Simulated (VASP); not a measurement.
Crystal: Cu.

```
Cu
1.0
     2.33646    0.00000    0.00000
     0.00000    2.33646    0.00000
     0.00000    0.00000    2.33646
Cu
1
Direct
  0.00000 0.00000 0.00000
```

```yaml
Program: VASP 6.6.1
Task: relaxation of cell and atoms
Functional: PBEsol
Potentials_or_basis: VASP PAW PBE potentials, release 64 (Cu)
Cutoff: 600 eV
k_mesh: 13 × 13 × 13
Occupations: fermi-dirac, width 0.1 eV
Spin: no spin polarisation
```

At the start: pressure 4.5 GPa; volume 12.75 Å³/atom.

Question: How do energy, volume and symmetry change on relaxing?

Answer: Over 3 steps the energy falls by 6.0 meV/atom and the volume is 13.20 Å³/atom (+3.5 %); space group Pm-3m (No. 221, to 0.05 Å).

Step by step:
| step | energy change (eV) | largest force (eV/Å) | pressure (GPa) | volume (Å³) |
| --- | --- | --- | --- | --- |
| 1 | 0.0000 | 0.0000 | 4.49 | 12.75 |
| 2 | -0.0045 | 0.0000 | -1.93 | 13.43 |
| 3 | -0.0060 | 0.0000 | 0.01 | 13.20 |

Final structure:
```
CELL_PARAMETERS angstrom
2.36315 0.00000 0.00000
0.00000 2.36315 0.00000
0.00000 0.00000 2.36315
ATOMIC_POSITIONS crystal
Cu 0.00000 0.00000 0.00000
```

Caveat: the PAW data sets were made with another functional, which shifts forces and pressure a little.
